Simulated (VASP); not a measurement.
# TaSiBi (P4/nmm) in VASP: single point with r2SCAN

Aim: the single point of TaSiBi with r2SCAN.

All numbers are computed with VASP 6.6.1; they aren't measurements. Logs are shortened: lines on timing, memory, paths and dates and some standing lists are left out, and cuts for length are marked.

### 1 The cell of the first run

The structure is tetragonal, space group P4/nmm (No. 129). Conventional cell: a = 3.681 Å, b = 3.681 Å, c = 8.265 Å, α = 90.00°, β = 90.00°, γ = 90.00°. Si (site symmetry -4m2) has 4 Si at 2.60 Å and 4 Ta at 2.80 Å within 3.4 Å. Within 3.8 Å of Bi (site symmetry 4mm) lie 5 Ta at 2.83 to 2.92 Å and 8 Bi at 3.17 to 3.68 Å and 4 Si at 3.72 Å. Within 3.7 Å of Ta (site symmetry 4mm) lie 4 Si at 2.80 Å and 5 Bi at 2.83 to 2.92 Å and 4 Ta at 3.68 Å.

### 2 Single point, r2SCAN

POSCAR reads:

```
TaSiBi
1.0
    3.6806600000      0.0000000000      0.0000000000
    0.0000000000      3.6806600000      0.0000000000
    0.0000000000      0.0000000000      8.2649170000
Si Bi Ta
2 2 2
Direct
    0.0000000000      0.0000000000      0.0000000000
    0.5000000000      0.5000000000      0.0000000000
    0.5000000000      0.0000000000      0.6090000000
    0.0000000000      0.5000000000      0.3910000000
    0.5000000000      0.0000000000      0.2560000000
    0.0000000000      0.5000000000      0.7440000000
```

INCAR.step1 reads:

```
SYSTEM = TaSiBi
ALGO     = Normal         ! electronic algorithm
EDIFF    = 1E-4           ! SCF threshold, eV
ENCUT    = 520            ! plane-wave cutoff, eV
GGA      = PE             ! functional
ISMEAR   = -1             ! smearing method
LASPH    = .True.         ! aspherical terms in the spheres
LCHARG   = .False.        ! write CHGCAR
LREAL    = .False.        ! projectors in reciprocal space
LWAVE    = .True.         ! write WAVECAR
NBANDS   = 39             ! bands
NELM     = 100            ! most SCF steps
PREC     = Accurate       ! precision mode
SIGMA    = 0.1            ! smearing width, eV
```

INCAR.step2 reads:

```
SYSTEM = TaSiBi
ALGO     = Normal         ! electronic algorithm
EDIFF    = 1E-7           ! SCF threshold, eV
ENCUT    = 520            ! plane-wave cutoff, eV
ISIF     = 2              ! what is computed and relaxed
ISMEAR   = -1             ! smearing method
ISTART   = 1            
LASPH    = .True.         ! aspherical terms in the spheres
LCHARG   = .False.        ! write CHGCAR
LMIXTAU  = .True.       
LREAL    = .False.        ! projectors in reciprocal space
LWAVE    = .False.        ! write WAVECAR
METAGGA  = R2SCAN         ! meta-GGA
NBANDS   = 39             ! bands
NELM     = 100            ! most SCF steps
PREC     = Accurate       ! precision mode
SIGMA    = 0.1            ! smearing width, eV
```

KPOINTS reads:

```
k-points
0
Gamma
  9 9 4
  0 0 0
```

Potentials or basis: VASP PAW PBE potentials, release 64 (Si, Bi_d, Ta_pv).

Run with:

```sh
cat potpaw_PBE.64/Si/POTCAR potpaw_PBE.64/Bi_d/POTCAR potpaw_PBE.64/Ta_pv/POTCAR > POTCAR
cp INCAR.step1 INCAR
mpirun -np 1 vasp_std > vasp.out
cp INCAR.step2 INCAR
mpirun -np 1 vasp_std > vasp.out
```

OUTCAR:

```text
SYSTEM = TaSiBi
   EDIFF = 1E-7
   ENCUT = 520
   ISIF = 2
   ISMEAR = -1
   ISTART = 1
   LASPH = .True.
   LREAL = .False.
   METAGGA = R2SCAN
   NELM = 100
   PREC = Accurate

 ion  position               nearest neighbor table
   1  0.000  0.000  0.000-   2 2.60   2 2.60   2 2.60   2 2.60   6 2.80   6 2.80   5 2.80   5 2.80

   2  0.500  0.500  0.000-   1 2.60   1 2.60   1 2.60   1 2.60   5 2.80   6 2.80   6 2.80   5 2.80

   3  0.500  0.000  0.609-   6 2.83   6 2.83   6 2.83   6 2.83   5 2.92   4 3.17   4 3.17   4 3.17
                             4 3.17
   4  0.000  0.500  0.391-   5 2.83   5 2.83   5 2.83   5 2.83   6 2.92   3 3.17   3 3.17   3 3.17
                             3 3.17
   5  0.500  0.000  0.256-   1 2.80   2 2.80   2 2.80   1 2.80   4 2.83   4 2.83   4 2.83   4 2.83
                             3 2.92
   6  0.000  0.500  0.744-   1 2.80   2 2.80   1 2.80   2 2.80   3 2.83   3 2.83   3 2.83   3 2.83
                             4 2.92

  LATTYP: Found a simple tetragonal cell.
 ALAT       =     3.6806600000
 C/A-ratio  =     2.2454986334

  Lattice vectors:

 A1 = (   3.6806600000,   0.0000000000,   0.0000000000)
 A2 = (   0.0000000000,   3.6806600000,   0.0000000000)
 A3 = (   0.0000000000,   0.0000000000,   8.2649170000)

Analysis of symmetry for initial positions (statically):
=====================================================================
 Subroutine PRICEL returns:
 Original cell was already a primitive cell.

 Routine SETGRP: Setting up the symmetry group for a
 simple tetragonal supercell.

 Subroutine GETGRP returns: Found 16 space group operations
 (whereof  8 operations were pure point group operations)
 out of a pool of 16 trial point group operations.

The static configuration has the point symmetry D_2d.
 The point group associated with its full space group is D_4h.

Analysis of symmetry for dynamics (positions and initial velocities):
=====================================================================
 Subroutine PRICEL returns:
 Original cell was already a primitive cell.

 Routine SETGRP: Setting up the symmetry group for a
 simple tetragonal supercell.

 Subroutine GETGRP returns: Found 16 space group operations
 (whereof  8 operations were pure point group operations)
 out of a pool of 16 trial point group operations.

The dynamic configuration has the point symmetry D_2d.
 The point group associated with its full space group is D_4h.

 Subroutine INISYM returns: Found 16 space group operations
 (whereof  8 operations are pure point group operations),
 and found     1 'primitive' translations

----------------------------------------------------------------------------------------

                                     Primitive cell

  volume of cell :     111.9670

  direct lattice vectors                    reciprocal lattice vectors
     3.680660000  0.000000000  0.000000000     0.271690403  0.000000000  0.000000000
     0.000000000  3.680660000  0.000000000     0.000000000  0.271690403  0.000000000
     0.000000000  0.000000000  8.264917000     0.000000000  0.000000000  0.120993351

  length of vectors
     3.680660000  3.680660000  8.264917000     0.271690403  0.271690403  0.120993351

  position of ions in fractional coordinates (direct lattice)
     0.000000000  0.000000000  0.000000000
     0.500000000  0.500000000  0.000000000
     0.500000000  0.000000000  0.609000000
     0.000000000  0.500000000  0.391000000
     0.500000000  0.000000000  0.256000000
     0.000000000  0.500000000  0.744000000

  ion indices of the primitive-cell ions
   primitive index   ion index
                 1           1
                 2           2
                 3           3
                 4           4
                 5           5
                 6           6

----------------------------------------------------------------------------------------

 KPOINTS: k-points

Automatic generation of k-mesh.
 Grid dimensions read from file:
 generate k-points for:    9    9    4

 Generating k-lattice:

  Cartesian coordinates                     Fractional coordinates (reciprocal lattice)
     0.030187823  0.000000000  0.000000000     0.111111111  0.000000000  0.000000000
     0.000000000  0.030187823  0.000000000     0.000000000  0.111111111  0.000000000
     0.000000000  0.000000000  0.030248338     0.000000000  0.000000000  0.250000000

  Length of vectors
     0.030187823  0.030187823  0.030248338

  Shift w.r.t. Gamma in fractional coordinates (k-lattice)
     0.000000000  0.000000000  0.000000000

 Subroutine IBZKPT returns following result:
 ===========================================

 Found     45 irreducible k-points:

 Following reciprocal coordinates:
            Coordinates               Weight
  0.000000  0.000000  0.000000      1.000000
  0.111111  0.000000  0.000000      4.000000
  0.222222  0.000000  0.000000      4.000000
  0.333333  0.000000  0.000000      4.000000
  0.444444  0.000000  0.000000      4.000000
  0.111111  0.111111  0.000000      4.000000
[... 16 lines left out ...]
  0.333333  0.111111  0.250000     16.000000
  0.444444  0.111111  0.250000     16.000000
 [... further k-points ...]
   k-points           NKPTS =     45   k-points in BZ     NKDIM =     45   number of bands    NBANDS=     39
   number of dos      NEDOS =    301   number of ions     NIONS =      6
   total plane-waves  NPLWV =  50176
   dimension x,y,z NGX =    28 NGY =   28 NGZ =   64
   dimension x,y,z NGXF=    56 NGYF=   56 NGZF=  128
   ions per type =               2   2   2
   NGX,Y,Z   is equivalent  to a cutoff of  12.65, 12.65, 12.87 a.u.
   NGXF,Y,Z  is equivalent  to a cutoff of  25.29, 25.29, 25.75 a.u.
 SYSTEM =  TaSiBi
   PREC   = accura    normal or accurate (medium, high low for compatibility)
   ISTART =      1    job   : 0-new  1-cont  2-samecut
   ICHARG =      0    charge: 1-file 2-atom 10-const
   ISPIN  =      1    spin polarized calculation?
   LNONCOLLINEAR =      F non collinear calculations
   LSORBIT =      F    spin-orbit coupling
   LASPH  =      T    aspherical Exc in radial PAW
   ENCUT  =  520.0 eV  38.22 Ry    6.18 a.u.   6.84  6.84 15.37*2*pi/ulx,y,z
   NELM   =    100;   NELMIN=  2; NELMDL=  0     # of ELM steps
   EDIFF  = 0.1E-06   stopping-criterion for ELM
   LREAL  =      F    real-space projection
   EDIFFG = 0.1E-05   stopping-criterion for IOM
   NSW    =      0    number of steps for IOM
   IBRION =     -1    ionic relax: 0-MD 1-quasi-New 2-CG
   NFREE  =      0    steps in history (QN), initial steepest desc. (CG)
   ISIF   =      2    stress and relaxation
   ISYM   =      2    0-nonsym 1-usesym 2-fastsym
   POTIM  = 0.5000    time-step for ionic-motion
   TEBEG  =    0.0;   TEEND  =   0.0 temperature during run
   PSTRESS=    0.0 pullay stress
   NELECT =      60.0000    total number of electrons
   NUPDOWN=      -1.0000    fix difference up-down
   EMIN   =  10.00;   EMAX   =-10.00  energy-range for DOS
   EFERMI =   0.00;   METHOD = LEGACY
   ISMEAR =    -1;   SIGMA  =   0.10  broadening in eV -4-tet -1-fermi 0-gaus
   EFERMI_NEDOS =   21; number of points for ismear=-14 and -15
   IALGO  =     38    algorithm
   IMIX   =      4    mixing-type and parameters
     AMIX     =   0.40;   BMIX     =  1.00
     AMIX_MAG =   1.60;   BMIX_MAG =  1.00
  volume/ion in A,a.u.               =      18.66       125.93
  Fermi-wavevector in a.u.,A,eV,Ry     =   1.329725  2.512817 24.057407  1.768170
  Thomas-Fermi vector in A             =   2.458866
   LORBIT       =      0    0 simple, 1 ext, 2 COOP (PROOUT), +10 PAW based schemes
   METAGGA = R2SCAN    functional components
   LHFCALC =     F    Hartree Fock is set to
   AEXX    =    0.0000 exact exchange contribution
   IVDW    =     0    specifies the selected vdW correction
   LEPSILON=     F    determine dielectric tensor
   LRPA    =     F    only Hartree local field effects (RPA)
 non-spin polarized calculation
  energy-cutoff  :      520.00
  volume of cell :      111.97
 maximum number of plane-waves:      3047
 NGX is ok and might be reduce to    28
   NGX = 13   NGY = 13   NGZ = 31

 number of electron      59.9999987 magnetization

 Free energy of the ion-electron system (eV)
  ---------------------------------------------------
  ext. energy  EPLUGINS =         0.00000000
  ---------------------------------------------------
  free energy    TOTEN  =      -230.94194681 eV

  energy without entropy =     -230.89102301  energy(sigma->0) =     -230.91648491

 E-fermi :   9.6604     XC(G=0): -12.7391

 val. band max:        9.6314317858   @ k =   0.1111   0.1111   0.5000
 cond. band min:       9.6767285349   @ k =   0.2222   0.0000   0.2500
 fundamental gap:      0.0452967491
 Fermi energy:         9.6603850424

 k-point     1 :       0.0000    0.0000    0.0000
  band No.  band energies     occupation
      1     -26.5214      2.00000
      2     -26.5214      2.00000
      3     -26.5211      2.00000
      4     -26.5211      2.00000
      5     -26.4634      2.00000
      6     -26.4546      2.00000
[... 31 lines left out ...]
     38      14.1235      0.00000
     39      14.2245      0.00000

 k-point     2 :       0.1111    0.0000    0.0000
  band No.  band energies     occupation
      1     -26.5310      2.00000
      2     -26.5307      2.00000
      3     -26.5211      2.00000
      4     -26.5209      2.00000
      5     -26.4616      2.00000
      6     -26.4534      2.00000
[... 31 lines left out ...]
     38      14.0839      0.00000
     39      14.2371      0.00000

 k-point     3 :       0.2222    0.0000    0.0000
  band No.  band energies     occupation
      1     -26.5552      2.00000
      2     -26.5548      2.00000
      3     -26.5204      2.00000
      4     -26.5202      2.00000
      5     -26.4572      2.00000
      6     -26.4505      2.00000
[... 31 lines left out ...]
     38      14.2176      0.00000
     39      14.3077      0.00000

 k-point     4 :       0.3333    0.0000    0.0000
  band No.  band energies     occupation
      1     -26.5825      2.00000
      2     -26.5821      2.00000
      3     -26.5196      2.00000
      4     -26.5195      2.00000
      5     -26.4519      2.00000
      6     -26.4476      2.00000
[... 31 lines left out ...]
     38      13.3311      0.00000
     39      14.1268      0.00000
[... 754 lines left out ...]
     38      13.8645      0.00000
     39      14.1276      0.00000

 k-point    23 :       0.3333    0.1111    0.2500
  band No.  band energies     occupation
      1     -26.5815      2.00000
      2     -26.5810      2.00000
      3     -26.5285      2.00000
      4     -26.5281      2.00000
      5     -26.4505      2.00000
      6     -26.4476      2.00000
[... 31 lines left out ...]
     38      13.5918      0.00000
     39      14.2191      0.00000

 k-point    24 :       0.4444    0.1111    0.2500
  band No.  band energies     occupation
      1     -26.5988      2.00000
      2     -26.5986      2.00000
      3     -26.5276      2.00000
      4     -26.5275      2.00000
      5     -26.4471      2.00000
      6     -26.4461      2.00000
[... 31 lines left out ...]
     38      13.2971      0.00000
     39      14.0792      0.00000

 [... further k-points ...]

------------------------ aborting loop because EDIFF is reached ----------------------------------------

  FORCE on cell =-STRESS in cart. coord.  units (eV):
  Direction    XX          YY          ZZ          XY          YZ          ZX
  --------------------------------------------------------------------------------------
  -------------------------------------------------------------------------------------
  Total        6.6008647      6.6008647      1.1176613      0.0000000      0.0000000      0.0000000
  in kB       94.4542520     94.4542520     15.9930359      0.0000000      0.0000000      0.0000000
  external PRESSURE =      68.3005133 kB  Pullay stress =       0.0000000 kB

 VOLUME and BASIS-vectors are now :
 -----------------------------------------------------------------------------
  energy-cutoff  :      520.00
  volume of cell :      111.97
      direct lattice vectors                 reciprocal lattice vectors
     3.680660000  0.000000000  0.000000000     0.271690403  0.000000000  0.000000000
     0.000000000  3.680660000  0.000000000     0.000000000  0.271690403  0.000000000
     0.000000000  0.000000000  8.264917000     0.000000000  0.000000000  0.120993351

 POSITION                                       TOTAL-FORCE (eV/Angst)
 -----------------------------------------------------------------------------------
      0.00000      0.00000      0.00000        -0.000000      0.000000      0.000000
      1.84033      1.84033      0.00000        -0.000000      0.000000      0.000000
      1.84033      0.00000      5.03333        -0.000000      0.000000      0.964984
      0.00000      1.84033      3.23158        -0.000000      0.000000     -0.964984
      1.84033      0.00000      2.11582        -0.000000     -0.000000     -3.934698
      0.00000      1.84033      6.14910         0.000000      0.000000      3.934698
 -----------------------------------------------------------------------------------
    total drift:                                0.000000      0.000000      0.000000

  FREE ENERGIE OF THE ION-ELECTRON SYSTEM (eV)
  ---------------------------------------------------
  free  energy   TOTEN  =      -230.9419468116 eV

  energy  without entropy=     -230.8910230065  energy(sigma->0) =     -230.91648491
```

It took 6.5 min on 1 thread of Intel Xeon Platinum 8488C (Sapphire Rapids), shared host; peak memory 0.34 GiB.

Results:

* Free energy: -230.9419 eV
* Pressure: 6.8 GPa
* Largest force: 3.935 eV/Å
* Band gap on the k mesh: zero (bands 30 and 31 overlap by 0.66 eV)

Forces on the atoms (eV/Å):
```
Si   0.000  0.000  0.000
Si   0.000  0.000  0.000
Bi   0.000  0.000  0.965
Bi   0.000  0.000 -0.965
Ta   0.000  0.000 -3.935
Ta   0.000  0.000  3.935
```

Stress tensor (GPa, compression positive):
```
9.45 0.00 0.00
0.00 9.45 0.00
0.00 0.00 1.60
```

Caveat: the stress differs along the axes, from 2 to 9 GPa; the PAW data sets were made with another functional, which shifts forces and pressure a little; spin-orbit coupling is left out, which moves the levels of the heavy elements.

The gap in the log of VASP goes by the Fermi energy; the results here count the filled bands.